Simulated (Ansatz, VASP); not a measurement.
# I: VASP beside Ansatz

```
CELL_PARAMETERS angstrom
4.07098 -2.42778 0.00000
4.07098 2.42778 0.00000
-2.27193 0.00000 10.53478
ATOMIC_POSITIONS crystal
I 0.96800 0.60200 0.09970
I 0.39800 0.03200 0.40030
I 0.03200 0.39800 0.90030
I 0.60200 0.96800 0.59970
```

Alike in both runs: task relaxation of cell and atoms; functional PBE; k mesh 4 × 4 × 2; occupations gaussian, width 0.1 eV; no spin polarisation.

|  | VASP | Ansatz |
| --- | --- | --- |
| version | VASP 6.6.1 | Ansatz 0.2.0 |
| potentials or method | VASP PAW PBE potentials, release 64 (I), cutoff 600 eV | scalar-relativistic, plane waves, PAW |
| valence electrons in the cell | 28 | 68 |

|  | VASP | Ansatz | Ansatz less VASP |
| --- | --- | --- | --- |
| gap on the k mesh at the Fermi level, each at its own relaxed structure (eV) | 1.02 | 0.92 | -0.100 |
| relaxed volume (Å³/atom) | 51.98 | 49.10 | -2.877 |
| relaxed cell length with the largest relative difference (Å) | 5.135 | 4.896 | -0.2393 |

One of these differences is far larger than is usual between the two programs; its cause wasn't traced. VASP's potentials hold 28 valence electrons a cell and Ansatz's 68, so a difference there can come from the potentials and not from the codes.

Neither program's run includes spin-orbit coupling.
